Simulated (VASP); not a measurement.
HfH2, 3 atoms in the cell. It takes space group I4/mmm (No. 139, tetragonal). The conventional cell has a = 3.440 Å, b = 3.440 Å, c = 4.168 Å, α = 90.00°, β = 90.00°, γ = 90.00°. Hf (site symmetry 4/mmm) has 8 H at 2.01 Å within 2.7 Å. H (site symmetry -4m2) has 4 Hf at 2.01 Å and 6 H at 2.08 to 2.43 Å within 2.7 Å. 

- Program: VASP 6.6.1
- Task: single point
- Functional: PBEsol
- Potentials or basis: VASP PAW PBE potentials, release 64 (Hf_pv, H)
- Cutoff: 520 eV
- k mesh: 16 × 16 × 16
- Occupations: gaussian, width 0.1 eV
- Spin: no spin polarisation
- Dipole correction: no
- Further INCAR settings: ALGO = Fast; EDIFF = 1e-07; NBANDS = 13

Potentials or basis: VASP PAW PBE potentials, release 64 (Hf_pv, H).

Run with:

```bash
$ cat potpaw_PBE.64/Hf_pv/POTCAR potpaw_PBE.64/H/POTCAR > POTCAR
$ mpirun -np 1 vasp_std > vasp.out
```

Hardware: 1 thread of Oxide Virtual Turin-like Processor (shared host).

Task: How long does it take, and how much memory?

Result: Run time: 80 s on 1 thread of Oxide Virtual Turin-like Processor (shared host), peak memory 0.2 GiB. Counts: scf iterations 14, k points 349.
